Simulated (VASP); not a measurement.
Crystal: Zn.

```
Zn
1.0
    -1.56904    1.56904    1.56904
     1.56904   -1.56904    1.56904
     1.56904    1.56904   -1.56904
Zn
1
Direct
  0.00000 0.00000 0.00000
```

* Program: VASP 6.6.1
* Task: relaxation of cell and atoms
* Functional: RPBE
* Potentials or basis: VASP PAW PBE potentials, release 64 (Zn)
* Cutoff: 600 eV
* k mesh: 12 × 12 × 12
* Occupations: fermi-dirac, width 0.05 eV
* Spin: no spin polarisation

At the start: pressure 2.6 GPa; volume 15.45 Å³/atom.

Problem. How do energy, volume and symmetry change on relaxing?

Solution. Over 6 steps the energy falls by 6.1 meV/atom and the volume is 16.16 Å³/atom (+4.6 %); space group Im-3m (No. 229, to 0.05 Å).

The path:
```csv
step,energy change (eV),largest force (eV/Å),pressure (GPa),volume (Å³)
1,0.0000,0.0000,2.62,15.45
2,-0.0058,0.0000,0.40,16.02
3,-0.0060,0.0000,0.46,16.10
4,-0.0061,0.0000,-0.14,16.26
5,-0.0061,0.0000,-0.20,16.22
6,-0.0061,0.0000,-0.07,16.16
```

Final structure:
```
Zn
1.0
    -1.59274    1.59274    1.59274
     1.59274   -1.59274    1.59274
     1.59274    1.59274   -1.59274
Zn
1
Direct
  0.00000 0.00000 0.00000
```

Caveat: the PAW data sets were made with another functional, which shifts forces and pressure a little.
